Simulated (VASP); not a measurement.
Wanted: the native input for a VASP 6.6.1 run.

```
Task                               : single point
Functional                         : PBEsol-based global hybrid with 25 % exact exchange
Potentials or basis                : VASP PAW PBE potentials, release 64 (Y_sv)
Cutoff                             : 520 eV
k mesh                             : 4 × 4 × 3
Occupations                        : methfessel-paxton, width 0.2 eV
Spin                               : no spin polarisation
Dipole correction                  : no
Grid for exact exchange (PRECFOCK) : Normal
Share of exact exchange            : 0.25
Further INCAR settings             : ALGO = Normal; EDIFF = 1e-06; NBANDS = 18
```

Y:

```
CELL_PARAMETERS angstrom
3.63719 0.00000 0.00000
-1.81859 3.14990 0.00000
0.00000 0.00000 5.80134
ATOMIC_POSITIONS crystal
Y 0.66667 0.33333 0.75000
Y 0.33333 0.66667 0.25000
```

One way to write it, as run:

POSCAR

```
Y
1.0
    3.6371884221      0.0000000000      0.0000000000
   -1.8185942110      3.1498975719      0.0000000000
    0.0000000000      0.0000000000      5.8013371473
Y
2
Direct
    0.6666666667      0.3333333333      0.7500000000
    0.3333333333      0.6666666667      0.2500000000
```

INCAR.step1

```
PREC = Accurate
ENCUT = 520
EDIFF = 1E-5
ISMEAR = 1
SIGMA = 0.2
LREAL = F
LASPH = T
NELM = 80
ALGO = Normal
ISIF = 2
LWAVE = T
LCHARG = F
NBANDS = 18
GGA = PE
```

INCAR.step2

```
PREC = Accurate
ENCUT = 520
EDIFF = 1E-6
ISMEAR = 1
SIGMA = 0.2
LREAL = F
LASPH = T
NELM = 80
ALGO = Normal
ISIF = 2
LWAVE = F
LCHARG = F
GGA = PS
LHFCALC = T
AEXX = 0.25
PRECFOCK = Normal
NBANDS = 18
ISTART = 1
```

KPOINTS

```
regular mesh
0
Gamma
  4 4 3
```

Potentials or basis: VASP PAW PBE potentials, release 64 (Y_sv).

Launch:

```bash
$ cat potpaw_PBE.64/Y_sv/POTCAR > POTCAR
$ cp INCAR.step1 INCAR
$ mpirun -np 1 vasp_std > vasp.out
$ cp INCAR.step2 INCAR
$ mpirun -np 1 vasp_std > vasp.out
```

It gave:

```yaml
Pressure: -0.2 GPa
Band_gap_on_the_k_mesh: zero (bands 11 and 12 overlap by 1.79 eV)
```

Caveat: the k points lie up to 0.50 Å⁻¹ apart, too coarse for converged energies and pressures of a metal; the PAW data sets were made with another functional, which shifts forces and pressure a little.

It took 14 min on 1 thread of Intel(R) Xeon(R) Platinum 8259CL CPU @ 2.50GHz (Skylake/Cascade Lake), on a shared host, peak memory 0.2 GiB.
